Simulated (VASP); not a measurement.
# TaRu (P4/mmm) in VASP: single point with LDA

Aim: the single point of TaRu with LDA.

Everything below comes from runs of VASP 6.6.1. Logs are shortened: lines on timing, memory, paths and dates and some standing lists are left out, and cuts for length are marked.

**1. The cell of the first run**

Symmetry: P4/mmm, No. 123, tetragonal system. Conventional cell: a = 3.053 Å, b = 3.053 Å, c = 3.389 Å, α = 90.00°, β = 90.00°, γ = 90.00°. Ta (site symmetry 4/mmm) has 8 Ru at 2.74 Å and 6 Ta at 3.05 to 3.39 Å within 3.6 Å. Within 3.6 Å of Ru (site symmetry 4/mmm) lie 8 Ta at 2.74 Å and 6 Ru at 3.05 to 3.39 Å.

**2. Single point, LDA**

INCAR

```
SYSTEM = TaRu
PREC = Accurate
ENCUT = 520
EDIFF = 1E-7
ISMEAR = -1
SIGMA = 0.05
LREAL = .False.
LASPH = .True.
NELM = 100
ALGO = Normal
ISIF = 2
LWAVE = .False.
LCHARG = .False.
NBANDS = 20
```

KPOINTS

```
regular mesh
0
Gamma
  11 11 10
  0 0 0
```

POSCAR

```
TaRu
1.0
    3.0530000000      0.0000000000      0.0000000000
    0.0000000000      3.0530000000      0.0000000000
    0.0000000000      0.0000000000      3.3890000000
Ta Ru
1 1
Direct
    0.5000000000      0.5000000000      0.5000000000
    0.0000000000      0.0000000000      0.0000000000
```

Potentials or basis: VASP PAW LDA potentials, release 64 (Ta_pv, Ru_pv).

Launch:

```console
$ cat potpaw_LDA.64/Ta_pv/POTCAR potpaw_LDA.64/Ru_pv/POTCAR > POTCAR
$ mpirun -np 1 vasp_std > vasp.out
```

OUTCAR:

```text
SYSTEM = TaRu
   PREC = Accurate
   ENCUT = 520
   EDIFF = 1E-7
   ISMEAR = -1
   LREAL = .False.
   LASPH = .True.
   NELM = 100
   ISIF = 2

 ion  position               nearest neighbor table
   1  0.500  0.500  0.500-   2 2.74   2 2.74   2 2.74   2 2.74   2 2.74   2 2.74   2 2.74   2 2.74

   2  0.000  0.000  0.000-   1 2.74   1 2.74   1 2.74   1 2.74   1 2.74   1 2.74   1 2.74   1 2.74

  LATTYP: Found a simple tetragonal cell.
 ALAT       =     3.0530000000
 C/A-ratio  =     1.1100556829

  Lattice vectors:

 A1 = (   3.0530000000,   0.0000000000,   0.0000000000)
 A2 = (   0.0000000000,   3.0530000000,   0.0000000000)
 A3 = (   0.0000000000,   0.0000000000,   3.3890000000)

Analysis of symmetry for initial positions (statically):
=====================================================================
 Subroutine PRICEL returns:
 Original cell was already a primitive cell.

 Routine SETGRP: Setting up the symmetry group for a
 simple tetragonal supercell.

 Subroutine GETGRP returns: Found 16 space group operations
 (whereof 16 operations were pure point group operations)
 out of a pool of 16 trial point group operations.

The static configuration has the point symmetry D_4h.

Analysis of symmetry for dynamics (positions and initial velocities):
=====================================================================
 Subroutine PRICEL returns:
 Original cell was already a primitive cell.

 Routine SETGRP: Setting up the symmetry group for a
 simple tetragonal supercell.

 Subroutine GETGRP returns: Found 16 space group operations
 (whereof 16 operations were pure point group operations)
 out of a pool of 16 trial point group operations.

The dynamic configuration has the point symmetry D_4h.

 Subroutine INISYM returns: Found 16 space group operations
 (whereof 16 operations are pure point group operations),
 and found     1 'primitive' translations

----------------------------------------------------------------------------------------

                                     Primitive cell

  volume of cell :      31.5882

  direct lattice vectors                    reciprocal lattice vectors
     3.053000000  0.000000000  0.000000000     0.327546675  0.000000000  0.000000000
     0.000000000  3.053000000  0.000000000     0.000000000  0.327546675  0.000000000
     0.000000000  0.000000000  3.389000000     0.000000000  0.000000000  0.295072293

  length of vectors
     3.053000000  3.053000000  3.389000000     0.327546675  0.327546675  0.295072293
[... 78 lines left out ...]
   LASPH  =      T    aspherical Exc in radial PAW
   ENCUT  =  520.0 eV  38.22 Ry    6.18 a.u.   5.68  5.68  6.30*2*pi/ulx,y,z
   NELM   =    100;   NELMIN=  2; NELMDL= -5     # of ELM steps
   EDIFF  = 0.1E-06   stopping-criterion for ELM
   LREAL  =      F    real-space projection
   EDIFFG = 0.1E-05   stopping-criterion for IOM
   NSW    =      0    number of steps for IOM
   IBRION =     -1    ionic relax: 0-MD 1-quasi-New 2-CG
   NFREE  =      0    steps in history (QN), initial steepest desc. (CG)
   ISIF   =      2    stress and relaxation
   ISYM   =      2    0-nonsym 1-usesym 2-fastsym
   POTIM  = 0.5000    time-step for ionic-motion
   TEBEG  =    0.0;   TEEND  =   0.0 temperature during run
   PSTRESS=    0.0 pullay stress
   NELECT =      25.0000    total number of electrons
   NUPDOWN=      -1.0000    fix difference up-down
   EMIN   =  10.00;   EMAX   =-10.00  energy-range for DOS
   EFERMI =   0.00;   METHOD = LEGACY
   ISMEAR =    -1;   SIGMA  =   0.05  broadening in eV -4-tet -1-fermi 0-gaus
   EFERMI_NEDOS =   21; number of points for ismear=-14 and -15
   IALGO  =     38    algorithm
   IMIX   =      4    mixing-type and parameters
     AMIX     =   0.40;   BMIX     =  1.00
     AMIX_MAG =   1.60;   BMIX_MAG =  1.00
  volume/ion in A,a.u.               =      15.79       106.58
  Fermi-wavevector in a.u.,A,eV,Ry     =   1.514304  2.861620 31.199751  2.293117
  Thomas-Fermi vector in A             =   2.623980
   LORBIT       =      0    0 simple, 1 ext, 2 COOP (PROOUT), +10 PAW based schemes
   GGA     = CA    functional components
   LHFCALC =     F    Hartree Fock is set to
   AEXX    =    0.0000 exact exchange contribution
   IVDW    =     0    specifies the selected vdW correction
   LEPSILON=     F    determine dielectric tensor
   LRPA    =     F    only Hartree local field effects (RPA)
 non-spin polarized calculation
  energy-cutoff  :      520.00
  volume of cell :       31.59
 maximum number of plane-waves:       863
 NGX is ok and might be reduce to    24
   NGX = 11   NGY = 11   NGZ = 13

 number of electron      25.0000007 magnetization

 Free energy of the ion-electron system (eV)
  ---------------------------------------------------
  ext. energy  EPLUGINS =         0.00000000
  ---------------------------------------------------
  free energy    TOTEN  =       -24.03561831 eV

  energy without entropy =      -24.01584222  energy(sigma->0) =      -24.02573026

 E-fermi :   9.2199     XC(G=0): -13.4866

 val. band max:        9.2174831513   @ k =   0.4545   0.0909   0.1000
 cond. band min:       9.2350427960   @ k =   0.4545   0.0000   0.5000
 fundamental gap:      0.0175596446
 Fermi energy:         9.2198778024

 k-point     1 :       0.0000    0.0000    0.0000
  band No.  band energies     occupation
      1     -33.5242      2.00000
      2     -33.4780      2.00000
      3     -33.4780      2.00000
      4     -25.4532      2.00000
      5     -25.3135      2.00000
      6     -25.3135      2.00000
[... 541 lines left out ...]
     19      18.3997      0.00000
     20      19.4252      0.00000

 [... further k-points ...]

------------------------ aborting loop because EDIFF is reached ----------------------------------------

  FORCE on cell =-STRESS in cart. coord.  units (eV):
  Direction    XX          YY          ZZ          XY          YZ          ZX
  --------------------------------------------------------------------------------------
  -------------------------------------------------------------------------------------
  Total       -1.9566415     -1.9566415     -1.7376733      0.0000000      0.0000000     -0.0000000
  in kB      -99.2422653    -99.2422653    -88.1360382      0.0000000      0.0000000     -0.0000000
  external PRESSURE =     -95.5401896 kB  Pullay stress =       0.0000000 kB

 VOLUME and BASIS-vectors are now :
 -----------------------------------------------------------------------------
  energy-cutoff  :      520.00
  volume of cell :       31.59
      direct lattice vectors                 reciprocal lattice vectors
     3.053000000  0.000000000  0.000000000     0.327546675  0.000000000  0.000000000
     0.000000000  3.053000000  0.000000000     0.000000000  0.327546675  0.000000000
     0.000000000  0.000000000  3.389000000     0.000000000  0.000000000  0.295072293

 POSITION                                       TOTAL-FORCE (eV/Angst)
 -----------------------------------------------------------------------------------
      1.52650      1.52650      1.69450         0.000000      0.000000      0.000000
      0.00000      0.00000      0.00000         0.000000      0.000000      0.000000
 -----------------------------------------------------------------------------------
    total drift:                                0.000000      0.000000     -0.000000

  FREE ENERGIE OF THE ION-ELECTRON SYSTEM (eV)
  ---------------------------------------------------
  free  energy   TOTEN  =       -24.0356183054 eV

  energy  without entropy=      -24.0158422170  energy(sigma->0) =      -24.02573026
```

OSZICAR:

```text
N       E                     dE             d eps       ncg     rms          rms(c)
DAV:   1     0.227704676577E+03    0.22770E+03   -0.14150E+04  5040   0.129E+03
DAV:   2    -0.195034207449E+02   -0.24721E+03   -0.24188E+03  5516   0.397E+02
DAV:   3    -0.252657985071E+02   -0.57624E+01   -0.57038E+01  5980   0.621E+01
DAV:   4    -0.253089284488E+02   -0.43130E-01   -0.43059E-01  5968   0.543E+00
DAV:   5    -0.253096442592E+02   -0.71581E-03   -0.71513E-03  6160   0.612E-01    0.179E+01
DAV:   6    -0.242733354783E+02    0.10363E+01   -0.15097E+00  5732   0.108E+01    0.718E+00
DAV:   7    -0.241104335189E+02    0.16290E+00   -0.10275E+00  5640   0.584E+00    0.238E+00
DAV:   8    -0.240412287005E+02    0.69205E-01   -0.41424E-01  5704   0.366E+00    0.631E-01
DAV:   9    -0.240359277864E+02    0.53009E-02   -0.96850E-03  5876   0.860E-01    0.208E-01
DAV:  10    -0.240356163340E+02    0.31145E-03   -0.32764E-04  6592   0.155E-01    0.471E-02
DAV:  11    -0.240356191982E+02   -0.28642E-05   -0.17968E-05  5908   0.302E-02    0.164E-02
DAV:  12    -0.240356183738E+02    0.82446E-06   -0.57457E-06  5872   0.134E-02    0.426E-03
DAV:  13    -0.240356183054E+02    0.68397E-07   -0.18850E-07  5552   0.377E-03
   1 F= -.24035618E+02 E0= -.24025730E+02  d E =-.197761E-01
```

It took 2.1 min on 1 thread of AMD EPYC 7R13, shared host; peak memory 0.16 GiB.

What came out:

```yaml
Free_energy: -24.0356 eV
Pressure: -9.6 GPa
Band_gap_on_the_k_mesh: zero (an odd number of electrons rules out a gap without spin polarisation)
```

Caveat: the cell stands under tension; spin-orbit coupling is left out, which moves the levels of the heavy elements.
